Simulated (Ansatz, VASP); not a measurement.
# One calculation of AgBr, two programs

```
Ag Br
1.0
     0.00000    2.79207    2.79207
     2.79207    0.00000    2.79207
     2.79207    2.79207    0.00000
Ag Br
1 1
Direct
  0.00000 0.00000 0.00000
  0.50000 0.50000 0.50000
```

Alike in both runs: functional LDA; k mesh 8 × 8 × 8; occupations gaussian, width 0.02 eV; no spin polarisation.

Ansatz relaxed the structure, and its values are those at the end. VASP's run is a single point on that final structure, the one shown.

|  | VASP | Ansatz |
| --- | --- | --- |
| version | VASP 6.6.1 | Ansatz 0.2.0 |
| potentials or method | VASP PAW LDA potentials, release 64 (Ag, Br), cutoff 500 eV | scalar-relativistic, plane waves, PAW |
| valence electrons in the cell | 18 | 26 |

```tsv
	VASP	Ansatz	Ansatz less VASP
gap on the k mesh at the Fermi level (eV)	0.42	0.38	-0.035
least direct gap on the mesh (eV)	2.66	2.62	-0.032
pressure (GPa)	0.1	0.0	-0.10
```

LDA's correlation is that of Perdew and Zunger in VASP and of Perdew and Wang (1992) in Ansatz. VASP's potentials hold 18 valence electrons a cell and Ansatz's 26, so a difference there can come from the potentials and not from the codes.
